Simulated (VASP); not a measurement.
A run of VASP 6.6.1 is set up as follows.

Contents of INCAR:

```
SYSTEM = BaTiO3
PREC = Accurate
ENCUT = 520
EDIFF = 1E-6
ISMEAR = 0
SIGMA = 0.02
LREAL = .FALSE.
LASPH = .TRUE.
NELM = 150
ALGO = Normal
ISIF = 2
LWAVE = .FALSE.
LCHARG = .FALSE.
LMAXMIX = 4
LDAU = .TRUE.
LDAUTYPE = 2
LDAUL = -1 2 -1
LDAUU = 0 4 0
LDAUJ = 0 0 0
LDAUPRINT = 1
GGA = PE
NBANDS = 28
```

Contents of KPOINTS:

```
regular mesh
0
G
  8 8 8
  0 0 0
```

POSCAR

```
BaTiO3
1.0
    4.0112014773      0.0000000000      0.0000000000
    0.0000000000      4.0112014773      0.0000000000
    0.0000000000      0.0000000000      4.1267667393
Ba Ti O
1 1 3
Direct
    0.0000000000      0.0000000000     -0.0044913203
    0.5000000000      0.5000000000      0.4811993275
    0.5000000000      0.5000000000      0.0315330405
    0.5000000000      0.0000000000      0.5173794761
    0.0000000000      0.5000000000      0.5173794761
```

Potentials or basis: VASP PAW PBE potentials, release 64 (Ba_sv, Ti_sv, O).

The run is started by

```sh
$ cat potpaw_PBE.64/Ba_sv/POTCAR potpaw_PBE.64/Ti_sv/POTCAR potpaw_PBE.64/O/POTCAR > POTCAR
$ mpirun -np 1 vasp_std > vasp.out
```

**Question.** Predict the pressure.

**Answer.** 3.5 GPa.

**Question.** Predict the band gap on the k mesh.

**Answer.** 2.23 eV (least direct gap 2.70 eV).

**Question.** Estimate the largest force.

**Answer.** 0.570 eV/Å.

Eigenvalues of the final occupation matrices:
```
    site  spin  trace               eigenvalues
site 2 d     1   0.80  0.10 0.11 0.11 0.23 0.25
site 2 d     2   0.80  0.10 0.11 0.11 0.23 0.25
```

Caveat: the cell stands under pressure; spin-orbit coupling is left out, which moves the levels of the heavy elements. A k mesh can miss the band edges.
